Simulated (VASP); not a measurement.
Here is a VASP 6.6.1 calculation.

The input INCAR:

```
SYSTEM = Be2BiSb3
PREC = Accurate ; ENCUT = 600
EDIFF = 1E-6 ; ISMEAR = 0
SIGMA = 0.1 ; LREAL = .FALSE.
LASPH = .TRUE. ; NELM = 100
ALGO = Normal ; ISIF = 3
LWAVE = .FALSE. ; LCHARG = .FALSE.
GGA = PE ; IBRION = 2
NSW = 90 ; EDIFFG = -0.04
```

File KPOINTS:

```
regular mesh
0
G
  3 3 6
  0 0 0
```

File POSCAR:

```
Be2BiSb3
1.0
    6.1726764500      0.0000000000      0.0000000000
   -3.0863382200      5.3456946100      0.0000000000
    0.0000000000      0.0000000000      3.4867377800
Be Sb Bi
2 3 1
Direct
    0.3333333300      0.6666666700      0.0000000000
    0.6666666700      0.3333333300      0.0000000000
    0.5000000000      0.0000000000      0.5000000000
    0.5000000000      0.5000000000      0.5000000000
    0.0000000000      0.5000000000      0.5000000000
    0.0000000000      0.0000000000      0.0000000000
```

Potentials or basis: VASP PAW PBE potentials, release 64 (Be, Sb, Bi_d).

Launch:

```sh
$ cat potpaw_PBE.64/Be/POTCAR potpaw_PBE.64/Sb/POTCAR potpaw_PBE.64/Bi_d/POTCAR > POTCAR
$ mpirun -np 1 vasp_std > vasp.out
```

(1) Estimate the band gap on the k mesh.

(2) Estimate the space group after relaxing (to 0.05 Å).

(3) Estimate the relaxed volume.

(4) Estimate the relaxed cell.

## Answers

(1) zero (band 17 reaches 9.35 eV, above the bottom of band 18 at 5.85 eV).

(2) P6/mmm (No. 191).

(3) 23.08 Å³/atom.

(4) a = 6.651 Å, b = 6.651 Å, c = 3.615 Å, α = 90.00°, β = 90.00°, γ = 120.00°.

Caveat: the k points lie up to 0.36 Å⁻¹ apart in the final cell; the volume moved by over 15 % at a fixed basis, so the end points are rough; spin-orbit coupling is left out, which moves the levels of the heavy elements.
